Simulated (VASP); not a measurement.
Write the native input for VASP 6.6.1 that does the following.

- Task: single point
- Functional: PBE
- Potentials or basis: VASP PAW PBE potentials, release 64 (Al, P)
- Cutoff: 520 eV
- k mesh: 6 × 6 × 6
- Occupations: gaussian, width 0.1 eV
- Spin: no spin polarisation
- Dipole correction: no
- Further INCAR settings: ALGO = Normal; EDIFF = 1e-07; NBANDS = 16

The structure of Al4P lies in POSCAR:

```
Al4P
1.0
   -2.0960663500      2.0960663500      4.1041493800
    2.0960663500     -2.0960663500      4.1041493800
    2.0960663500      2.0960663500     -4.1041493800
Al P
4 1
Direct
    0.2370000000      0.2370000000      0.0000000000
    0.7630000000      0.7630000000      0.0000000000
    0.5000000000      0.0000000000      0.5000000000
    0.0000000000      0.5000000000      0.5000000000
    0.0000000000      0.0000000000      0.0000000000
```

The cell was built from a structure type or drawn by symmetry, and may not be a known phase.

The input as run:

INCAR

```
SYSTEM = Al4P
PREC = Accurate ; ENCUT = 520
EDIFF = 1E-7 ; ISMEAR = 0
SIGMA = 0.1 ; LREAL = .False.
LASPH = .True. ; NELM = 100
ALGO = Normal ; ISIF = 2
LWAVE = .False. ; LCHARG = .True.
GGA = PE ; LELF = .True.
LVHAR = .True. ; NBANDS = 16
```

KPOINTS

```
regular mesh
0
Gamma
  6 6 6
  0 0 0
```

Potentials or basis: VASP PAW PBE potentials, release 64 (Al, P).

The run is started by

```bash
$ cat potpaw_PBE.64/Al/POTCAR potpaw_PBE.64/P/POTCAR > POTCAR
$ mpirun -np 1 vasp_std > vasp.out
```

It gave:

* Pressure: 48.8 GPa
* Largest force: 8.458 eV/Å
* Band gap on the k mesh: zero (an odd number of electrons rules out a gap without spin polarisation)

Caveat: the cell stands under pressure; forces of over 1 eV/Å act on the atoms, so gaps and moduli don't describe the material at rest.

Run time: 30 s on 1 thread of Intel(R) Xeon(R) 6975P-C (Granite Rapids), with other jobs on the host, peak memory 0.23 GiB.
